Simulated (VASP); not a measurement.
# B17HN18 (a cell with a defect) in VASP: further runs, part 2 of 2

VASP 6.6.1.

## Step 3: Single point, PBE

The input, INCAR:

```
  PREC = Accurate
  ENCUT = 520
  EDIFF = 1E-7
  ISMEAR = -1
  SIGMA = 0.01
  LREAL = Auto
  LASPH = T
  NELM = 100
  ALGO = Normal
  ISIF = 2
  LWAVE = F
  LCHARG = F
  GGA = PE
  NELECT = 144.0
  NBANDS = 95
```

The input, KPOINTS:

```
Automatic mesh
0
Gamma
  1 1 1
  0.25 0.25 0.25
```

The input, POSCAR:

```
B17HN18
1.0
    7.4650312844      0.0000000000      0.0000000000
   -3.7325156422      6.4649067324      0.0000000000
    0.0000000000      0.0000000000      6.4954828762
B N H
17 18 1
Direct
    0.1107364260      0.2207956300      0.2502189593
    0.2242633297      0.1141900002      0.7495200108
    0.1104132822      0.5535443534      0.2501399060
    0.2288482029      0.4526680604      0.7490794585
    0.1102769257      0.8871087401      0.2501213882
    0.2226935023      0.7802654579      0.7499963083
    0.4442433502      0.2212526642      0.2499627167
    0.5554538898      0.1128320180      0.7499329514
    0.4441677924      0.5535536814      0.2500616372
    0.4440755012      0.8871003222      0.2501340585
    0.5508507856      0.7720947821      0.7492456736
    0.7772673801      0.2207479120      0.2501428459
    0.8888501595      0.1119046055      0.7497685744
    0.7765605073      0.5535143152      0.2501994561
    0.8891570617      0.4517912304      0.7508261820
    0.7770136310      0.8868804775      0.2500846623
    0.8856834056      0.7721454088      0.7506117188
    0.1115108739      0.2243201706      0.7491102981
    0.2211952649      0.1097669132      0.2502703041
    0.1123884656      0.5582100728      0.7502653697
    0.2210581160      0.4430010828      0.2500479975
    0.1123136271      0.8915043565      0.7500476484
    0.2212619950      0.7764683750      0.2501632096
    0.4416180379      0.2156029497      0.7496842456
    0.5545982083      0.1097864933      0.2499679035
    0.4413992767      0.5588820604      0.7481023085
    0.5544919163      0.4429179039      0.2499788437
    0.4455345425      0.8910218545      0.7497370189
    0.5546985788      0.7766368844      0.2501428785
    0.7792234403      0.2239457177      0.7501828253
    0.8879378443      0.1098376035      0.2501341302
    0.7844028041      0.5590246281      0.7516996167
    0.8879543432      0.4430361978      0.2503760093
    0.7781928947      0.8901401735      0.7499592887
    0.8879754019      0.7765869042      0.2499932137
    0.5294755154      0.3824925589      0.7500903820
```

Potentials or basis: VASP PAW PBE potentials, release 64 (B, N, H).

Run with:

```
cat potpaw_PBE.64/B/POTCAR potpaw_PBE.64/N/POTCAR potpaw_PBE.64/H/POTCAR > POTCAR
mpirun -np 1 vasp_std > vasp.out
```

OUTCAR:

```text
PREC = Accurate
   ENCUT = 520
   EDIFF = 1E-7
   ISMEAR = -1
   LREAL = Auto
   LASPH = T
   NELM = 100
   ISIF = 2
   GGA = PE
   NELECT = 144.0

 ion  position               nearest neighbor table
   1  0.111  0.221  0.250-  19 1.43  21 1.44  31 1.44
   2  0.224  0.114  0.750-  24 1.41  22 1.44  18 1.44
   3  0.110  0.554  0.250-  21 1.43  33 1.44  23 1.44
   4  0.229  0.453  0.749-  26 1.37  20 1.44  18 1.48
[... 800 lines left out ...]
  -------------------------------------------------------------------------------------
  Total       45.7696932     40.6374181     20.0325756     -1.4537555      0.0019346     -0.0078551
  in kB      233.9285591    207.6975393    102.3863437     -7.4301336      0.0098876     -0.0401473
  external PRESSURE =     181.3374807 kB  Pullay stress =       0.0000000 kB

 VOLUME and BASIS-vectors are now :
 -----------------------------------------------------------------------------
  energy-cutoff  :      520.00
  volume of cell :      313.48
      direct lattice vectors                 reciprocal lattice vectors
     7.465031284  0.000000000  0.000000000     0.133957911  0.077340636  0.000000000
    -3.732515642  6.464906732  0.000000000     0.000000000  0.154681273  0.000000000
     0.000000000  0.000000000  6.495482876     0.000000000  0.000000000  0.153953142

 POSITION                                       TOTAL-FORCE (eV/Angst)
 -----------------------------------------------------------------------------------
      0.00253      1.42742      1.62529        -0.187044      0.096251     -0.000432
      1.24792      0.73823      4.86849         0.128899     -0.160368      0.001261
     -1.24187      3.57861      1.62478        -0.205527      0.115069      0.004071
      0.01877      2.92646      4.86563         0.263570     -0.187382      0.000309
     -2.48793      5.73508      1.62466        -0.193989      0.113210      0.002169
     -1.24994      5.04434      4.87159         0.166785     -0.085452      0.004468
[... 28 lines left out ...]
      3.73014      5.02056      1.62383         0.185639     -0.107342      0.012783
      2.52489      2.47278      4.87220        -0.078323     -0.059269     -0.010171
 -----------------------------------------------------------------------------------
    total drift:                               -0.005049      0.000703     -0.000113

  FREE ENERGIE OF THE ION-ELECTRON SYSTEM (eV)
  ---------------------------------------------------
  free  energy   TOTEN  =      -298.7723738895 eV

  energy  without entropy=     -298.7723738895  energy(sigma->0) =     -298.77237389
```

stdout:

```text
POSCAR found type information on POSCAR B N H
 POSCAR found :  3 types and      36 ions
 scaLAPACK will be used
 LDA part: xc-table for (Slater+PW92), standard interpolation
 POSCAR, INCAR and KPOINTS ok, starting setup
 FFT: planning ... GRIDC
 FFT: planning ... GRID_SOFT
 FFT: planning ... GRID
 WAVECAR not read
 entering main loop
 the old and the new charge density differ
 old charge density:   142.00000 new  144.00000
    0.350E+01
```

Wall time 4.9 min (1 thread of Intel Xeon Platinum 8488C (Sapphire Rapids), shared host); peak memory 0.42 GiB.

What came out:

| Item | Value |
| --- | --- |
| Free energy | -298.7724 eV |
| Largest force | 0.339 eV/Å |

Forces in eV/Å, atoms in the order of the input:
```
B   -0.187  0.096  0.000
B    0.129 -0.160  0.001
B   -0.206  0.115  0.004
B    0.264 -0.187  0.000
B   -0.194  0.113  0.002
B    0.167 -0.085  0.004
B   -0.197  0.108  0.011
B    0.099 -0.083  0.003
B   -0.184  0.105  0.016
B   -0.195  0.122 -0.002
B    0.306 -0.145  0.004
B   -0.198  0.116  0.001
B    0.178 -0.085  0.000
B   -0.195  0.117 -0.019
B    0.120 -0.050 -0.002
B   -0.173  0.115 -0.001
B    0.243 -0.003 -0.002
N   -0.141  0.105  0.008
N    0.192 -0.110 -0.012
N   -0.210  0.135 -0.004
N    0.201 -0.101 -0.008
N   -0.226  0.125 -0.005
N    0.193 -0.114 -0.003
N   -0.073  0.125  0.008
N    0.200 -0.120  0.001
N   -0.131  0.103 -0.015
N    0.186 -0.108  0.000
N   -0.230  0.107  0.002
N    0.180 -0.120 -0.010
N   -0.121  0.084  0.003
N    0.189 -0.113 -0.001
N   -0.107  0.029  0.017
N    0.202 -0.119  0.000
N   -0.189  0.048 -0.002
N    0.186 -0.107  0.013
H   -0.078 -0.059 -0.010
```

Caveat: the cell carries a net charge on a neutralising background, which shifts energy and pressure; the cell is charged against a uniform background, so pressure and absolute levels hang on convention.
